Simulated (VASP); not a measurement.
Input of a VASP 6.6.1 run:

INCAR

```
SYSTEM = TiO2
  ALGO = Normal
  EDIFF = 1E-6
  ENCUT = 520
  GGA = PE
  ISIF = 2
  ISMEAR = -1
  LASPH = .True.
  LCHARG = .False.
  LREAL = .False.
  LWAVE = .False.
  NBANDS = 60
  NELM = 100
  PREC = Accurate
  SIGMA = 0.05
```

The input KPOINTS:

```
k-points
0
Gamma
  8 8 4
  0 0 0
```

POSCAR

```
TiO2
1.0
    6.0279587373     -1.8450195788      0.0000000000
    6.0279587373      1.8450195788      0.0000000000
   -1.8889614683      0.0000000000      6.1997680296
Ti O
4 8
Direct
    0.9000710000      0.9000710000      0.2896020000
    0.1952860000      0.1952860000      0.2837620000
    0.0999290000      0.0999290000      0.7103980000
    0.8047140000      0.8047140000      0.7162380000
    0.3619310000      0.3619310000      0.2933970000
    0.2634885000      0.2634885000      0.6525000000
    0.8671885000      0.8671885000      0.9952910000
    0.7365115000      0.7365115000      0.3475000000
    0.9416475000      0.9416475000      0.6300210000
    0.1328115000      0.1328115000      0.0047090000
    0.6380690000      0.6380690000      0.7066030000
    0.0583525000      0.0583525000      0.3699790000
```

Potentials or basis: VASP PAW PBE potentials, release 64 (Ti_sv, O).

Run with:

```console
$ cat potpaw_PBE.64/Ti_sv/POTCAR potpaw_PBE.64/O/POTCAR > POTCAR
$ mpirun -np 1 vasp_std > vasp.out
```

Question: Estimate the band gap on the k mesh.

Answer: 2.94 eV, indirect (least direct gap 3.13 eV).

Question: Estimate the pressure.

Answer: 13.0 GPa.

Stress tensor (GPa, compression positive):
```
12.89  0.00  0.29
 0.00 12.48  0.00
 0.29  0.00 13.65
```

A k mesh can miss the band edges. As with any semilocal functional, this PBE gap is likely too small.
